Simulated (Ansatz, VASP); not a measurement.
Two plane-wave programs on TiCo

INCAR

```
SYSTEM = TiCo
  PREC = Accurate
  ENCUT = 520
  EDIFF = 1E-6
  ISMEAR = 0
  SIGMA = 0.05
  LREAL = .FALSE.
  LASPH = .TRUE.
  NELM = 150
  ALGO = Normal
  ISIF = 2
  LWAVE = .FALSE.
  LCHARG = .TRUE.
  ISPIN = 2
  MAGMOM = 0 0.27
  LORBIT = 11
  LMAXMIX = 4
  LELF = .TRUE.
  LVHAR = .TRUE.
  NBANDS = 22
```

The input KPOINTS:

```
Automatic mesh
0
G
  16 16 16
  0 0 0
```

The input POSCAR:

```
TiCo
1.0
    2.8825867411      0.0000000000      0.0000000000
    0.0000000000      2.8825867411      0.0000000000
    0.0000000000      0.0000000000      2.8825867411
Ti Co
1 1
Direct
    0.0000000000      0.0000000000      0.0000000000
    0.5000000000      0.5000000000      0.5000000000
```

Input for Ansatz:

```yaml
crystal:
  lattice:
    - [2.8825867411, 0.0, 0.0]
    - [0.0, 2.8825867411, 0.0]
    - [0.0, 0.0, 2.8825867411]
  atoms:
    - { symbol: Ti, position: [0.0, 0.0, 0.0] }
    - { symbol: Co, position: [0.5, 0.5, 0.5], spin: 0.27 }
basis:
  ecutwfc: 420
  ecutrho_ratio: 4
kpoints:
  mp_grid: { grid: [16, 16, 16] }
hamiltonian:
  xc: lda
scf:
  occupations: { method: gaussian, width: 0.05 }
output:
  forces: true
  stress: true
  eigenvalues: true
  populations: true
magnetization:
  spin_polarized: true
```

Alike in both runs: task single point; functional LDA; k mesh 16 × 16 × 16; occupations gaussian, width 0.05 eV; collinear spin.

|  | VASP | Ansatz |
| --- | --- | --- |
| version | VASP 6.6.1 | Ansatz 0.2.0 |
| potentials or method | VASP PAW LDA potentials, release 64 (Ti_sv, Co), cutoff 520 eV | scalar-relativistic, plane waves, PAW |
| valence electrons in the cell | 21 | 29 |

VASP gave:

* gap on the k mesh at the Fermi level (eV): none
* pressure (GPa): 4.1
* net moment per atom (μB): 0.01
* size of the moment on the site where the two differ most (μB): 0.02

Which values does Ansatz return?

gap on the k mesh at the Fermi level (eV): none; pressure (GPa): 4.5; net moment per atom (μB): 0.11; size of the moment on the site where the two differ most (μB): 0.21.

LDA's correlation is that of Perdew and Zunger in VASP and of Perdew and Wang (1992) in Ansatz. Site moments also hang on the region over which each program counts them. A gap of «none» marks a metal or a gap that the smearing closes. VASP's potentials hold 21 valence electrons a cell and Ansatz's 29, so a difference there can come from the potentials and not from the codes.
